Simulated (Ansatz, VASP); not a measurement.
**RbCl: VASP beside Ansatz**

File INCAR:

```
SYSTEM = RbCl
PREC     = Accurate       ! precision mode
ENCUT    = 500            ! plane-wave cutoff, eV
EDIFF    = 1E-6           ! SCF threshold, eV
ISMEAR   = -1             ! smearing method
SIGMA    = 0.03           ! smearing width, eV
LREAL    = .False.        ! projectors in reciprocal space
LASPH    = .True.         ! aspherical terms in the spheres
NELM     = 120            ! most SCF steps
ALGO     = Normal         ! electronic algorithm
ISIF     = 2              ! what is computed and relaxed
LWAVE    = .False.        ! write WAVECAR
LCHARG   = .False.        ! write CHGCAR
GGA      = PE             ! functional
NBANDS   = 15             ! bands
GGA_COMPAT= .False.
```

Contents of KPOINTS:

```
regular mesh
0
Gamma
  6 6 6
  0 0 0
```

POSCAR

```
RbCl
1.0
    0.0000000000      3.2956827511      3.2956827511
    3.2956827511      0.0000000000      3.2956827511
    3.2956827511      3.2956827511      0.0000000000
Rb Cl
1 1
Direct
    0.0000000000      0.0000000000      0.0000000000
    0.5000000000      0.5000000000      0.5000000000
```

Input for Ansatz:

```yaml
crystal:
  lattice:
    - [0.0, 3.2956827511, 3.2956827511]
    - [3.2956827511, 0.0, 3.2956827511]
    - [3.2956827511, 3.2956827511, 0.0]
  atoms:
    - { symbol: Rb, position: [0.0, 0.0, 0.0] }
    - { symbol: Cl, position: [0.5, 0.5, 0.5] }
kpoints:
  mp_grid: { grid: [6, 6, 6] }
scf:
  occupations: { method: fermi_dirac, width: 0.03 }
hamiltonian:
  xc: pbe
  pseudopotentials: { kind: all_electron, lapw: { basis_error: 0.0005 } }
output:
  forces: true
  stress: true
  eigenvalues: true
```

Change from the starting cell: volume scaled by 1.02.

Alike in both runs: task single point; functional PBE; k mesh 6 × 6 × 6; occupations fermi-dirac, width 0.03 eV; no spin polarisation.

|  | VASP | Ansatz |
| --- | --- | --- |
| version | VASP 6.6.1 | Ansatz 0.2.0 |
| potentials or method | VASP PAW PBE potentials, release 64 (Rb_sv, Cl), cutoff 500 eV | all-electron LAPW, scalar-relativistic |

```tsv
	VASP	Ansatz	Ansatz less VASP
gap on the k mesh at the Fermi level (eV)	4.98	4.99	+0.003
pressure (GPa)	0.8	0.8	0.00
```

Ansatz ran all-electron here, and VASP with PAW potentials.
